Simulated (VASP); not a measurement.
# HgTe (zincblende type) (F-43m) in VASP: notebook, part 2 of 2

VASP 6.6.1. Earlier steps stand in the parts before.

## Step 3: Single point, LDA (volume scaled by 0.64)

The input, INCAR:

```
ALGO = Normal ; EDIFF = 1E-7
ENCUT = 520 ; GGA = CA
ISIF = 2 ; ISMEAR = -1
LASPH = True ; LCHARG = True
LELF = True ; LREAL = False
LVHAR = True ; LWAVE = False
NBANDS = 16 ; NELM = 60
PREC = Accurate ; SIGMA = 0.05
```

The input, KPOINTS:

```
k-points
0
Gamma
  11 11 11
```

The input, POSCAR:

```
HgTe
1.0
    0.0000000000      2.7722770621      2.7722770621
    2.7722770621      0.0000000000      2.7722770621
    2.7722770621      2.7722770621      0.0000000000
Hg Te
1 1
Direct
    0.0000000000      0.0000000000      0.0000000000
    0.2500000000      0.2500000000      0.2500000000
```

Potentials or basis: VASP PAW LDA potentials, release 64 (Hg, Te).

Run with:

```sh
$ cat potpaw_LDA.64/Hg/POTCAR potpaw_LDA.64/Te/POTCAR > POTCAR
$ mpirun -np 1 vasp_std > vasp.out
```

OUTCAR:

```text
EDIFF = 1E-7
   ENCUT = 520
   GGA = CA
   ISIF = 2
   ISMEAR = -1
   LASPH = True
   LREAL = False
   NELM = 60
   PREC = Accurate

 ion  position               nearest neighbor table
   1  0.000  0.000  0.000-   2 2.40   2 2.40   2 2.40   2 2.40
   2  0.250  0.250  0.250-   1 2.40   1 2.40   1 2.40   1 2.40

  LATTYP: Found a face centered cubic cell.
 ALAT       =     5.5445541242

  Lattice vectors:

 A1 = (   0.0000000000,   2.7722770621,   2.7722770621)
 A2 = (   2.7722770621,   0.0000000000,   2.7722770621)
 A3 = (   2.7722770621,   2.7722770621,   0.0000000000)

Analysis of symmetry for initial positions (statically):
=====================================================================
 Subroutine PRICEL returns:
 Original cell was already a primitive cell.

 Routine SETGRP: Setting up the symmetry group for a
 face centered cubic supercell.

 Subroutine GETGRP returns: Found 24 space group operations
 (whereof 24 operations were pure point group operations)
 out of a pool of 48 trial point group operations.

The static configuration has the point symmetry T_d .

Analysis of symmetry for dynamics (positions and initial velocities):
=====================================================================
 Subroutine PRICEL returns:
 Original cell was already a primitive cell.

 Routine SETGRP: Setting up the symmetry group for a
 face centered cubic supercell.

 Subroutine GETGRP returns: Found 24 space group operations
 (whereof 24 operations were pure point group operations)
 out of a pool of 48 trial point group operations.

The dynamic configuration has the point symmetry T_d .

 Subroutine INISYM returns: Found 24 space group operations
 (whereof 24 operations are pure point group operations),
 and found     1 'primitive' translations

----------------------------------------------------------------------------------------

                                     Primitive cell

  volume of cell :      42.6128

  direct lattice vectors                    reciprocal lattice vectors
     0.000000000  2.772277062  2.772277062    -0.180357154  0.180357154  0.180357154
     2.772277062  0.000000000  2.772277062     0.180357154 -0.180357154  0.180357154
     2.772277062  2.772277062  0.000000000     0.180357154  0.180357154 -0.180357154

  length of vectors
     3.920591820  3.920591820  3.920591820     0.312387754  0.312387754  0.312387754

  position of ions in fractional coordinates (direct lattice)
     0.000000000  0.000000000  0.000000000
     0.250000000  0.250000000  0.250000000

  ion indices of the primitive-cell ions
   primitive index   ion index
                 1           1
                 2           2

----------------------------------------------------------------------------------------

 KPOINTS: k-points

Automatic generation of k-mesh.
 Grid dimensions read from file:
 generate k-points for:   11   11   11

 Generating k-lattice:

  Cartesian coordinates                     Fractional coordinates (reciprocal lattice)
    -0.016396105  0.016396105  0.016396105     0.090909091  0.000000000  0.000000000
     0.016396105 -0.016396105  0.016396105     0.000000000  0.090909091  0.000000000
     0.016396105  0.016396105 -0.016396105     0.000000000  0.000000000  0.090909091

  Length of vectors
     0.028398887  0.028398887  0.028398887

  Shift w.r.t. Gamma in fractional coordinates (k-lattice)
     0.000000000  0.000000000  0.000000000

 Subroutine IBZKPT returns following result:
 ===========================================

 Found     56 irreducible k-points:

 Following reciprocal coordinates:
            Coordinates               Weight
  0.000000  0.000000  0.000000      1.000000
  0.090909  0.000000  0.000000      8.000000
  0.181818  0.000000  0.000000      8.000000
  0.272727  0.000000  0.000000      8.000000
  0.363636  0.000000  0.000000      8.000000
  0.454545  0.000000  0.000000      8.000000
[... 16 lines left out ...]
 -0.272727  0.181818  0.000000     24.000000
 -0.181818  0.181818  0.000000     12.000000
 [... further k-points ...]
   k-points           NKPTS =     56   k-points in BZ     NKDIM =     56   number of bands    NBANDS=     16
   number of dos      NEDOS =    301   number of ions     NIONS =      2
   total plane-waves  NPLWV =  27000
   dimension x,y,z NGX =    30 NGY =   30 NGZ =   30
   dimension x,y,z NGXF=    60 NGYF=   60 NGZF=   60
   ions per type =               1   1
   NGX,Y,Z   is equivalent  to a cutoff of  12.72, 12.72, 12.72 a.u.
   NGXF,Y,Z  is equivalent  to a cutoff of  25.44, 25.44, 25.44 a.u.
 SYSTEM =  unknown system
   PREC   = accura    normal or accurate (medium, high low for compatibility)
   ISTART =      0    job   : 0-new  1-cont  2-samecut
   ICHARG =      2    charge: 1-file 2-atom 10-const
   ISPIN  =      1    spin polarized calculation?
   LNONCOLLINEAR =      F non collinear calculations
   LSORBIT =      F    spin-orbit coupling
   LASPH  =      T    aspherical Exc in radial PAW
   ENCUT  =  520.0 eV  38.22 Ry    6.18 a.u.   7.29  7.29  7.29*2*pi/ulx,y,z
   NELM   =     60;   NELMIN=  2; NELMDL= -5     # of ELM steps
   EDIFF  = 0.1E-06   stopping-criterion for ELM
   LREAL  =      F    real-space projection
   EDIFFG = 0.1E-05   stopping-criterion for IOM
   NSW    =      0    number of steps for IOM
   IBRION =     -1    ionic relax: 0-MD 1-quasi-New 2-CG
   NFREE  =      0    steps in history (QN), initial steepest desc. (CG)
   ISIF   =      2    stress and relaxation
   ISYM   =      2    0-nonsym 1-usesym 2-fastsym
   POTIM  = 0.5000    time-step for ionic-motion
   TEBEG  =    0.0;   TEEND  =   0.0 temperature during run
   PSTRESS=    0.0 pullay stress
   NELECT =      18.0000    total number of electrons
   NUPDOWN=      -1.0000    fix difference up-down
   EMIN   =  10.00;   EMAX   =-10.00  energy-range for DOS
   EFERMI =   0.00;   METHOD = LEGACY
   ISMEAR =    -1;   SIGMA  =   0.05  broadening in eV -4-tet -1-fermi 0-gaus
   EFERMI_NEDOS =   21; number of points for ismear=-14 and -15
   IALGO  =     38    algorithm
   IMIX   =      4    mixing-type and parameters
     AMIX     =   0.40;   BMIX     =  1.00
     AMIX_MAG =   1.60;   BMIX_MAG =  1.00
  volume/ion in A,a.u.               =      21.31       143.78
  Fermi-wavevector in a.u.,A,eV,Ry     =   1.228341  2.321228 20.528773  1.508822
  Thomas-Fermi vector in A             =   2.363270
   LORBIT       =      0    0 simple, 1 ext, 2 COOP (PROOUT), +10 PAW based schemes
   GGA     = CA    functional components
   LHFCALC =     F    Hartree Fock is set to
   AEXX    =    0.0000 exact exchange contribution
   IVDW    =     0    specifies the selected vdW correction
   LEPSILON=     F    determine dielectric tensor
   LRPA    =     F    only Hartree local field effects (RPA)
 non-spin polarized calculation
  energy-cutoff  :      520.00
  volume of cell :       42.61
 maximum number of plane-waves:      1167
 NGX is ok and might be reduce to    30
   NGX = 15   NGY = 15   NGZ = 15

 number of electron      17.9999998 magnetization

 Free energy of the ion-electron system (eV)
  ---------------------------------------------------
  ext. energy  EPLUGINS =         0.00000000
  ---------------------------------------------------
  free energy    TOTEN  =        -1.75914338 eV

  energy without entropy =       -1.75908508  energy(sigma->0) =       -1.75911423

 E-fermi :   9.7491     XC(G=0): -11.2613

 val. band max:        9.5700217506   @ k =   0.0000   0.0000   0.0000
 cond. band min:       9.8813239172   @ k =   0.0000   0.0000   0.0000
 fundamental gap:      0.3113021666
 Fermi energy:         9.7490751206

 k-point     1 :       0.0000    0.0000    0.0000
  band No.  band energies     occupation
      1      -7.3047      2.00000
      2      -1.9295      2.00000
      3      -1.9295      2.00000
      4      -1.9295      2.00000
      5      -0.6733      2.00000
      6      -0.6733      2.00000
[... 8 lines left out ...]
     15      18.2409      0.00000
     16      18.2409      0.00000

 k-point     2 :       0.0909    0.0000    0.0000
  band No.  band energies     occupation
      1      -7.2143      2.00000
      2      -1.9312      2.00000
      3      -1.9013      2.00000
      4      -1.9013      2.00000
      5      -0.6806      2.00000
      6      -0.6806      2.00000
[... 8 lines left out ...]
     15      17.7952      0.00000
     16      17.7952      0.00000
[... 387 lines left out ...]
      5      -0.7555      2.00000
      6      -0.5578      2.00000
[... 8 lines left out ...]
     15      18.5710      0.00000
     16      20.2977      0.00000

 k-point    24 :      -0.1818    0.1818    0.0000
  band No.  band energies     occupation
      1      -6.4865      2.00000
      2      -1.8019      2.00000
      3      -1.7048      2.00000
      4      -1.6525      2.00000
      5      -0.7645      2.00000
      6      -0.6102      2.00000
[... 8 lines left out ...]
     15      18.6880      0.00000
     16      19.3280      0.00000

 [... further k-points ...]
[... 5 lines left out ...]
  --------------------------------------------------------------------------------------
  -------------------------------------------------------------------------------------
  Total       17.9764306     17.9764306     17.9764306     -0.0000000      0.0000000      0.0000000
  in kB      675.8870953    675.8870953    675.8870953     -0.0000000      0.0000000      0.0000000
  external PRESSURE =     675.8870953 kB  Pullay stress =       0.0000000 kB

 VOLUME and BASIS-vectors are now :
 -----------------------------------------------------------------------------
  energy-cutoff  :      520.00
  volume of cell :       42.61
      direct lattice vectors                 reciprocal lattice vectors
     0.000000000  2.772277062  2.772277062    -0.180357154  0.180357154  0.180357154
     2.772277062  0.000000000  2.772277062     0.180357154 -0.180357154  0.180357154
     2.772277062  2.772277062  0.000000000     0.180357154  0.180357154 -0.180357154

 POSITION                                       TOTAL-FORCE (eV/Angst)
 -----------------------------------------------------------------------------------
      0.00000      0.00000      0.00000         0.000000      0.000000      0.000000
      1.38614      1.38614      1.38614        -0.000000     -0.000000     -0.000000
 -----------------------------------------------------------------------------------
    total drift:                                0.000000      0.000000      0.000001

  FREE ENERGIE OF THE ION-ELECTRON SYSTEM (eV)
  ---------------------------------------------------
  free  energy   TOTEN  =        -1.7591433774 eV

  energy  without entropy=       -1.7590850789  energy(sigma->0) =       -1.75911423
```

stdout:

```text
POSCAR found type information on POSCAR HgTe
 POSCAR found :  2 types and       2 ions
 scaLAPACK will be used
 LDA part: xc-table for (Slater(with rela. corr.)+CA(PZ))
 , standard interpolation
 POSCAR, INCAR and KPOINTS ok, starting setup
 FFT: planning ... GRIDC
 FFT: planning ... GRID_SOFT
 FFT: planning ... GRID
 WAVECAR not read
 entering main loop
```

Run time: 37 s. Hardware: 1 thread of Intel Xeon Platinum 8259CL at 2.50GHz (Skylake/Cascade Lake), shared host; peak memory 0.17 GiB.

What came out:

```
Free energy            : -1.7591 eV
Pressure               : 67.6 GPa
Band gap on the k mesh : 0.31 eV, direct
```

Caveat: spin-orbit coupling is left out, which moves the levels of the heavy elements. A k mesh can miss the band edges.

## Step 4: Single point, LDA (volume scaled by 0.64)

The input, INCAR:

```
PREC = Accurate
ENCUT = 520
EDIFF = 1E-6
ISMEAR = -1
SIGMA = 0.05
LREAL = False
LASPH = True
NELM = 80
ALGO = Normal
ISIF = 2
LWAVE = False
LCHARG = False
NBANDS = 16
```

The input, KPOINTS:

```
Automatic mesh
0
Gamma
  11 11 11
```

POSCAR is that of step 3.

Run with:

```sh
$ cat potpaw_LDA.64/Hg/POTCAR potpaw_LDA.64/Te/POTCAR > POTCAR
$ mpirun -np 1 vasp_std > vasp.out
```

Wall time 32 s (1 thread of Intel Xeon Platinum 8259CL at 2.50GHz (Skylake/Cascade Lake), shared host); peak memory 0.17 GiB.

It converged, with:

| Quantity | Value |
| --- | --- |
| Free energy | -1.7591 eV |
| Pressure | 67.6 GPa |
| Band gap on the k mesh | 0.31 eV, direct |

Levels at points of the mesh, in eV from the valence-band top:
| k point | band 5 | band 6 | band 7 | band 8 | band 9 | band 10 | band 11 | band 12 | band 13 | band 14 |
| --- | --- | --- | --- | --- | --- | --- | --- | --- | --- | --- |
| (0.00, 0.00, 0.00) | -10.24 | -10.24 | 0.00 | 0.00 | 0.00 | 0.31 | 2.83 | 2.83 | 2.83 | 5.56 |

Caveat: spin-orbit coupling is left out, which moves the levels of the heavy elements.
